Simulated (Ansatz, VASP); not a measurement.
# One calculation of Ir, two programs

File INCAR:

```
ALGO = Fast ; EDIFF = 1E-6
ENCUT = 520 ; GGA = PE
ISIF = 2 ; ISMEAR = 0
LASPH = T ; LCHARG = F
LREAL = F ; LWAVE = F
NBANDS = 10 ; NELM = 80
PREC = Accurate ; SIGMA = 0.15
```

The input KPOINTS:

```
k-points
0
Gamma
  22 22 22
```

File POSCAR:

```
Ir
1.0
    0.0000000000      1.9037322759      1.9037322759
    1.9037322759      0.0000000000      1.9037322759
    1.9037322759      1.9037322759      0.0000000000
Ir
1
Direct
    0.0000000000      0.0000000000      0.0000000000
```

Input for Ansatz:

```yaml
crystal:
  lattice:
    - [0.0, 1.9037322759, 1.9037322759]
    - [1.9037322759, 0.0, 1.9037322759]
    - [1.9037322759, 1.9037322759, 0.0]
  atoms:
    - { symbol: Ir, position: [0.0, 0.0, 0.0] }
basis:
  ecutwfc: 420
kpoints:
  mp_grid: { grid: [22, 22, 22] }
hamiltonian:
  xc: pbe
  pseudopotentials: { kind: paw, azcp: { folder: soft_1 } }
scf:
  occupations: { method: gaussian, width: 0.15 }
output:
  forces: true
  stress: true
  eigenvalues: true
  write_density: true
  write_potential: true
  elf: true
  volumetric_format: npy
```

Alike in both runs: task single point; functional PBE; k mesh 22 × 22 × 22; occupations gaussian, width 0.15 eV; no spin polarisation.

|  | VASP | Ansatz |
| --- | --- | --- |
| version | VASP 6.6.1 | Ansatz 0.2.0 |
| potentials or method | VASP PAW PBE potentials, release 64 (Ir), cutoff 520 eV | scalar-relativistic, plane waves, PAW |
| valence electrons in the cell | 9 | 17 |

VASP gave:

| Property | Result |
| --- | --- |
| gap on the k mesh at the Fermi level (eV) | none |
| pressure (GPa) | 20.2 |

Which values does Ansatz return?

gap on the k mesh at the Fermi level (eV): none; pressure (GPa): 19.5.

A gap of «none» marks a metal or a gap that the smearing closes. The functional is the same, so the differences come from potentials, cutoffs and numerics. VASP's potentials hold 9 valence electrons a cell and Ansatz's 17, so a difference there can come from the potentials and not from the codes.

Neither program's run includes spin-orbit coupling.
